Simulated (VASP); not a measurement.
TiB2:

```
Ti B
1.0
     3.02920    0.00000    0.00000
    -1.51460    2.62336    0.00000
     0.00000    0.00000    3.22840
Ti B
1 2
Direct
  0.00000 0.00000 0.00000
  0.33333 0.66667 0.50000
  0.66667 0.33333 0.50000
```

| Item | Value |
| --- | --- |
| Program | VASP 6.6.1 |
| Task | relaxation of cell and atoms |
| Functional | LDA |
| Potentials or basis | VASP PAW LDA potentials, release 64 (Ti_sv, B) |
| Cutoff | 600 eV |
| k mesh | 13 × 13 × 10 |
| Occupations | fermi-dirac, width 0.15 eV |
| Spin | no spin polarisation |

At the start: pressure -10.7 GPa; volume 8.55 Å³/atom.

Q: How do energy, volume and symmetry change on relaxing?

A: Over 5 steps the energy falls by 12.6 meV/atom and the volume is 8.19 Å³/atom (-4.2 %); space group P6/mmm (No. 191, to 0.1 Å) before and after.

Step by step:
```tsv
step	energy change (eV)	largest force (eV/Å)	pressure (GPa)	volume (Å³)
1	0.0000	0.0000	-10.66	25.66
2	0.0007	0.0000	12.53	23.60
3	-0.0366	0.0000	0.04	24.61
4	-0.0366	0.0000	0.23	24.58
5	-0.0378	0.0000	0.16	24.57
```

Final structure:
```
Ti B
1.0
     2.99539    0.00000    0.00000
    -1.49769    2.59408    0.00000
     0.00000    0.00000    3.16180
Ti B
1 2
Direct
  0.00000 0.00000 0.00000
  0.33333 0.66667 0.50000
  0.66667 0.33333 0.50000
```
